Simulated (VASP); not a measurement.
Crystal: Sc2TaF3.

```
Sc Ta F
1.0
     2.26106   -5.01977    0.00000
     2.26106    5.01977    0.00000
     0.00000    0.00000    3.53415
Sc Ta F
2 1 3
Direct
  0.65626 0.34374 0.50000
  0.34374 0.65626 0.50000
  0.00000 0.00000 0.00000
  0.14783 0.85217 0.50000
  0.85217 0.14783 0.50000
  0.50000 0.50000 0.00000
```

The cell was generated, and may not be a known phase.

| Item | Value |
| --- | --- |
| Program | VASP 6.6.1 |
| Task | relaxation of cell and atoms |
| Functional | PBE |
| Potentials or basis | VASP PAW PBE potentials, release 64 (Sc_sv, Ta_pv, F) |
| Cutoff | 600 eV |
| k mesh | 4 × 4 × 6 |
| Occupations | gaussian, width 0.1 eV |
| Spin | no spin polarisation |

At the start: pressure 15.0 GPa; volume 13.37 Å³/atom.

Question: Where does the relaxation end?

Answer: Over 37 steps the energy falls by 548.6 meV/atom and the volume is 14.66 Å³/atom (+9.6 %); space group Cmmm (No. 65, to 0.1 Å) before and after.

The path:
```
step  energy change (eV)  largest force (eV/Å)  pressure (GPa)  volume (Å³)
   1              0.0000                2.1522           14.97        80.23
   2             -0.6753                0.7994           -4.64        95.48
   3             -0.7265                0.7040           -1.29        91.29
   4             -0.8386                0.8275           -0.59        90.40
   5             -1.1351                1.0752            2.24        87.59
   6             -0.7909                2.5207           13.52        81.33
   7             -1.2239                1.0786            4.34        85.96
   8             -1.2884                1.0346            3.78        86.45
   9             -1.4320                0.9601            2.27        87.88
  10             -1.6316                1.4900           -0.54        90.53
  11             -1.4339                2.9778           -6.36        94.98
  12             -1.7750                1.8926           -2.29        91.80
  13             -1.7921                2.2759           -3.91        92.90
  14             -1.7981                2.1111           -3.24        92.42
  15             -1.8912                2.2058           -3.93        92.70
  16             -1.9997                2.3232           -5.00        93.15
  17             -2.0172                2.6116           -6.51        93.95
  18             -2.3036                2.3795           -4.68        92.56
  19             -2.5767                1.0275            3.18        89.34
  20             -2.5899                1.2867            0.38        90.23
  21             -2.5958                1.0475            1.23        89.94
  22             -2.6671                0.8938            0.47        90.49
  23             -2.8361                0.6206           -1.61        92.13
  24             -2.9783                0.6263           -4.62        95.31
  25             -3.0731                0.5975           -3.73        93.99
  26             -3.1916                0.4485           -1.06        91.29
  27             -3.1992                0.3436            0.50        90.12
  28             -3.2003                0.3677            0.04        90.45
  29             -3.2418                0.0708           -0.91        90.19
  30             -3.2514                0.3247           -1.53        89.96
  31             -3.2706                0.2651           -0.42        88.76
  32             -3.2798                0.1685            1.14        87.21
  33             -3.2892                0.1262            0.31        87.54
  34             -3.2898                0.1177            0.03        87.66
  35             -3.2910                0.0505            0.20        87.69
  36             -3.2910                0.0464            0.25        87.70
  37             -3.2914                0.0256           -0.08        87.96
```

Final structure:
```
CELL_PARAMETERS angstrom
2.10942 -6.92107 0.00000
2.10942 6.92107 0.00000
0.00000 0.00000 3.01237
ATOMIC_POSITIONS crystal
Sc 0.64543 0.35457 0.50000
Sc 0.35457 0.64543 0.50000
Ta 0.00000 0.00000 0.00000
F 0.20721 0.79279 0.50000
F 0.79279 0.20721 0.50000
F 0.50000 0.50000 0.00000
```

Caveat: the k points lie up to 0.39 Å⁻¹ apart in the final cell; a cell axis changed by over 15 % at a fixed basis, so the end point is rough.
